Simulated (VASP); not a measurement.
# Rb (I4/mmm) in VASP: a series of runs

The runs below take Rb through single point, with PBE+D3(BJ), PBE0+D3(BJ), BLYP+D3(BJ).

Program: VASP 6.6.1. These are calculated values, not measurements. Logs are shortened: lines on timing, memory, paths and dates and some standing lists are left out, and cuts for length are marked.

**1. The cell of the first run**

It takes space group I4/mmm (No. 139, tetragonal). The conventional cell has a = 5.948 Å, b = 5.948 Å, c = 5.498 Å, α = 90.00°, β = 90.00°, γ = 90.00°.

**2. Single point, PBE+D3(BJ), non-collinear spin, zero start, spin-orbit coupling**

Contents of INCAR:

```
  PREC = Accurate
  ENCUT = 520
  EDIFF = 1E-7
  ISMEAR = -1
  SIGMA = 0.05
  LREAL = F
  LASPH = T
  NELM = 150
  ALGO = Normal
  ISIF = 2
  LWAVE = F
  LCHARG = F
  MAGMOM = 0 0 0
  LORBIT = 11
  LSORBIT = T
  GGA_COMPAT = F
  LORBMOM = T
  GGA = PE
  IVDW = 12
  NBANDS = 20
```

Contents of KPOINTS:

```
regular mesh
0
Gamma
  7 7 7
```

Contents of POSCAR:

```
Rb
1.0
   -2.9740787355      2.9740787355      2.7489307901
    2.9740787355     -2.9740787355      2.7489307901
    2.9740787355      2.9740787355     -2.7489307901
Rb
1
Direct
    0.0000000000      0.0000000000      0.0000000000
```

Potentials or basis: VASP PAW PBE potentials, release 64 (Rb_sv).

Launch:

```console
$ cat potpaw_PBE.64/Rb_sv/POTCAR > POTCAR
$ mpirun -np 1 vasp_ncl > vasp.out
```

OUTCAR:

```text
PREC = Accurate
   ENCUT = 520
   EDIFF = 1E-7
   ISMEAR = -1
   LREAL = F
   LASPH = T
   NELM = 150
   ISIF = 2
   LORBIT = 11
   LSORBIT = T
   GGA = PE
   IVDW = 12
 IVDW          = 12

 ion  position               nearest neighbor table
   1  0.000  0.000  0.000-

  LATTYP: Found a body centered tetragonal cell.
 ALAT       =     5.9481574710
 C/A-ratio  =     0.9242965754

  Lattice vectors:

 A1 = (  -2.9740787355,   2.9740787355,   2.7489307901)
 A2 = (   2.9740787355,  -2.9740787355,   2.7489307901)
 A3 = (   2.9740787355,   2.9740787355,  -2.7489307901)

Analysis of symmetry for initial positions (statically):
=====================================================================
 Subroutine PRICEL returns:
 Original cell was already a primitive cell.

 Routine SETGRP: Setting up the symmetry group for a
 body centered tetragonal supercell.

 Subroutine GETGRP returns: Found 16 space group operations
 (whereof 16 operations were pure point group operations)
 out of a pool of 16 trial point group operations.

The static configuration has the point symmetry D_4h.

Analysis of symmetry for dynamics (positions and initial velocities):
=====================================================================
 Subroutine PRICEL returns:
 Original cell was already a primitive cell.

 Routine SETGRP: Setting up the symmetry group for a
 body centered tetragonal supercell.

 Subroutine GETGRP returns: Found 16 space group operations
 (whereof 16 operations were pure point group operations)
 out of a pool of 16 trial point group operations.

The dynamic configuration has the point symmetry D_4h.

Analysis of structural, dynamic, and magnetic symmetry:
=====================================================================
 Subroutine PRICEL returns:
 Original cell was already a primitive cell.

 Routine SETGRP: Setting up the symmetry group for a
 body centered tetragonal supercell.

 Subroutine GETGRP returns: Found 16 space group operations
 (whereof 16 operations were pure point group operations)
 out of a pool of 16 trial point group operations.

The overall configuration has the point symmetry D_4h.

 Subroutine INISYM returns: Found 16 space group operations
 (whereof 16 operations are pure point group operations),
 and found     1 'primitive' translations

----------------------------------------------------------------------------------------

                                     Primitive cell

  volume of cell :      97.2588

  direct lattice vectors                    reciprocal lattice vectors
    -2.974078736  2.974078736  2.748930790     0.000000000  0.168119288  0.181888901
     2.974078736 -2.974078736  2.748930790     0.168119288  0.000000000  0.181888901
     2.974078736  2.974078736 -2.748930790     0.168119288  0.168119288  0.000000000

  length of vectors
     5.024630249  5.024630249  5.024630249     0.247684613  0.247684613  0.237756577

  position of ions in fractional coordinates (direct lattice)
     0.000000000  0.000000000  0.000000000

  ion indices of the primitive-cell ions
   primitive index   ion index
                 1           1

----------------------------------------------------------------------------------------

 KPOINTS: regular mesh

Automatic generation of k-mesh.
 Grid dimensions read from file:
 generate k-points for:    7    7    7

 Generating k-lattice:

  Cartesian coordinates                     Fractional coordinates (reciprocal lattice)
     0.000000000  0.024017041  0.025984129     0.142857143  0.000000000  0.000000000
     0.024017041  0.000000000  0.025984129     0.000000000  0.142857143  0.000000000
     0.024017041  0.024017041  0.000000000     0.000000000  0.000000000  0.142857143

  Length of vectors
     0.035383516  0.035383516  0.033965225

  Shift w.r.t. Gamma in fractional coordinates (k-lattice)
[... 47 lines left out ...]
   LNONCOLLINEAR =      T non collinear calculations
   LSORBIT =      T    spin-orbit coupling
   LASPH  =      T    aspherical Exc in radial PAW
   ENCUT  =  520.0 eV  38.22 Ry    6.18 a.u.   9.34  9.34  9.34*2*pi/ulx,y,z
   NELM   =    150;   NELMIN=  2; NELMDL= -5     # of ELM steps
   EDIFF  = 0.1E-06   stopping-criterion for ELM
   LREAL  =      F    real-space projection
   EDIFFG = 0.1E-05   stopping-criterion for IOM
   NSW    =      0    number of steps for IOM
   IBRION =     -1    ionic relax: 0-MD 1-quasi-New 2-CG
   NFREE  =      0    steps in history (QN), initial steepest desc. (CG)
   ISIF   =      2    stress and relaxation
   ISYM   =      2    0-nonsym 1-usesym 2-fastsym
   POTIM  = 0.5000    time-step for ionic-motion
   TEBEG  =    0.0;   TEEND  =   0.0 temperature during run
   PSTRESS=    0.0 pullay stress
   NELECT =       9.0000    total number of electrons
   NUPDOWN=      -1.0000    fix difference up-down
   EMIN   =  10.00;   EMAX   =-10.00  energy-range for DOS
   EFERMI =   0.00;   METHOD = LEGACY
   ISMEAR =    -1;   SIGMA  =   0.05  broadening in eV -4-tet -1-fermi 0-gaus
   EFERMI_NEDOS =   21; number of points for ismear=-14 and -15
   IALGO  =     38    algorithm
   IMIX   =      4    mixing-type and parameters
     AMIX     =   0.40;   BMIX     =  1.00
     AMIX_MAG =   1.60;   BMIX_MAG =  1.00
  volume/ion in A,a.u.               =      97.26       656.33
  Fermi-wavevector in a.u.,A,eV,Ry     =   0.740479  1.399302  7.460199  0.548309
  Thomas-Fermi vector in A             =   1.834891
   LORBIT       =     11    0 simple, 1 ext, 2 COOP (PROOUT), +10 PAW based schemes
   GGA     = PE    functional components
   LHFCALC =     F    Hartree Fock is set to
   AEXX    =    0.0000 exact exchange contribution
   IVDW    =    12    specifies the selected vdW correction
   LEPSILON=     F    determine dielectric tensor
   LRPA    =     F    only Hartree local field effects (RPA)
  energy-cutoff  :      520.00
  volume of cell :       97.26
 maximum number of plane-waves:      5300
 NGX is ok and might be reduce to    40
   NGX = 19   NGY = 19   NGZ = 19

 number of electron       9.0000000 magnetization       0.0000000      0.0000000      0.0000000

 number of electron       9.0000000 magnetization      -0.0000000      0.0000000     -0.0000000

 number of electron       9.0000000 magnetization       0.0000000      0.0000000     -0.0000000

 Free energy of the ion-electron system (eV)
  ---------------------------------------------------
  ext. energy  EPLUGINS =         0.00000000
  ---------------------------------------------------
  free energy    TOTEN  =        -0.96606043 eV

  energy without entropy =       -0.95897212  energy(sigma->0) =       -0.96251628

 E-fermi :  -0.1333     XC(G=0):  -5.3090

 val. band max:       -0.1821764367   @ k =   0.4286   0.0000  -0.0000
 cond. band min:      -0.1259345207   @ k =  -0.4286   0.4286   0.1429
 fundamental gap:      0.0562419160
 Fermi energy:        -0.1332712439

 k-point     1 :       0.0000    0.0000    0.0000
  band No.  band energies     occupation
      1     -29.0752      1.00000
      2     -29.0752      1.00000
      3     -13.7031      1.00000
      4     -13.7031      1.00000
      5     -12.8387      1.00000
      6     -12.8387      1.00000
[... 541 lines left out ...]
     19       5.3333      0.00000
     20       5.3334      0.00000

 [... further k-points ...]

------------------------ aborting loop because EDIFF is reached ----------------------------------------

 Edisp (eV)   -0.09516

 E8    (eV) :    -0.0547

  FORCE on cell =-STRESS in cart. coord.  units (eV):
  Direction    XX          YY          ZZ          XY          YZ          ZX
  --------------------------------------------------------------------------------------
  -------------------------------------------------------------------------------------
  Total      -0.18959    -0.18959    -0.21254     0.00000     0.00000    -0.00000
  in kB      -3.12319    -3.12319    -3.50131     0.00000     0.00000    -0.00000
  external pressure =       -3.25 kB  Pullay stress =        0.00 kB

 VOLUME and BASIS-vectors are now :
 -----------------------------------------------------------------------------
  energy-cutoff  :      520.00
  volume of cell :       97.26
      direct lattice vectors                 reciprocal lattice vectors
    -2.974078736  2.974078736  2.748930790     0.000000000  0.168119288  0.181888901
     2.974078736 -2.974078736  2.748930790     0.168119288  0.000000000  0.181888901
     2.974078736  2.974078736 -2.748930790     0.168119288  0.168119288  0.000000000

 POSITION                                       TOTAL-FORCE (eV/Angst)
 -----------------------------------------------------------------------------------
      0.00000      0.00000      0.00000         0.000000      0.000000     -0.000000
 -----------------------------------------------------------------------------------
    total drift:                               -0.000000     -0.000000     -0.000000

  FREE ENERGIE OF THE ION-ELECTRON SYSTEM (eV)
  ---------------------------------------------------
  free  energy   TOTEN  =        -1.0612167174 eV

  energy  without entropy=       -1.0541284090  energy(sigma->0) =       -1.05767256

 orbital moment (x)

 # of ion     p       d       tot
 ----------------------------------------
  1         0.000   0.000   0.000
 ----------------------------------------
            0.000   0.000   0.000

 orbital moment (y)

 # of ion     p       d       tot
 ----------------------------------------
  1         0.000  -0.000  -0.000
 ----------------------------------------
            0.000  -0.000  -0.000

 orbital moment (z)

 # of ion     p       d       tot
 ----------------------------------------
  1         0.000   0.000   0.000
 ----------------------------------------
            0.000   0.000   0.000

 Spin-Orbit-Coupling matrix elements

 Ion:    1  E_soc:     -0.0530347
 l=   1
     0.0000000    -0.0088392    -0.0088386
    -0.0088392     0.0000000    -0.0088392
    -0.0088386    -0.0088392     0.0000000
 l=   2
     0.0000000     0.0000000     0.0000000     0.0000000    -0.0000000
     0.0000000     0.0000000    -0.0000001    -0.0000000    -0.0000000
     0.0000000    -0.0000001     0.0000000    -0.0000001     0.0000000
     0.0000000    -0.0000000    -0.0000001     0.0000000    -0.0000000
    -0.0000000    -0.0000000     0.0000000    -0.0000000     0.0000000
 l=   3
     0.0000000     0.0000000     0.0000000     0.0000000     0.0000000     0.0000000     0.0000000
     0.0000000     0.0000000     0.0000000     0.0000000     0.0000000     0.0000000     0.0000000
     0.0000000     0.0000000     0.0000000     0.0000000     0.0000000     0.0000000     0.0000000
     0.0000000     0.0000000     0.0000000     0.0000000     0.0000000     0.0000000     0.0000000
     0.0000000     0.0000000     0.0000000     0.0000000     0.0000000     0.0000000     0.0000000
     0.0000000     0.0000000     0.0000000     0.0000000     0.0000000     0.0000000     0.0000000
     0.0000000     0.0000000     0.0000000     0.0000000     0.0000000     0.0000000     0.0000000

 total charge

# of ion       s       p       d       tot
------------------------------------------
    1        1.963   5.322   0.004   7.289

 magnetization (x)

# of ion       s       p       d       tot
------------------------------------------
    1        0.000   0.000   0.000   0.000

 magnetization (y)

# of ion       s       p       d       tot
------------------------------------------
    1       -0.000   0.000   0.000  -0.000

 magnetization (z)

# of ion       s       p       d       tot
------------------------------------------
    1        0.000   0.000   0.000   0.000
```

It took 90 s on 1 thread of Intel Xeon 6975P-C (Granite Rapids), shared host; peak memory 0.53 GiB.

Results:

```yaml
Free_energy: -1.0612 eV
Pressure: -0.3 GPa
Net_moment: 0.00 μB per cell
Valence_electrons_inside_the_program's_atomic_spheres: Rb 7.29
Dispersion_energy_per_atom: -0.095 eV
```

Moments on the atoms (μB; x, y, z):
```
Rb  0.00 0.00 0.00
```

Caveat: three body term missing.

[end of part 1 of 2]
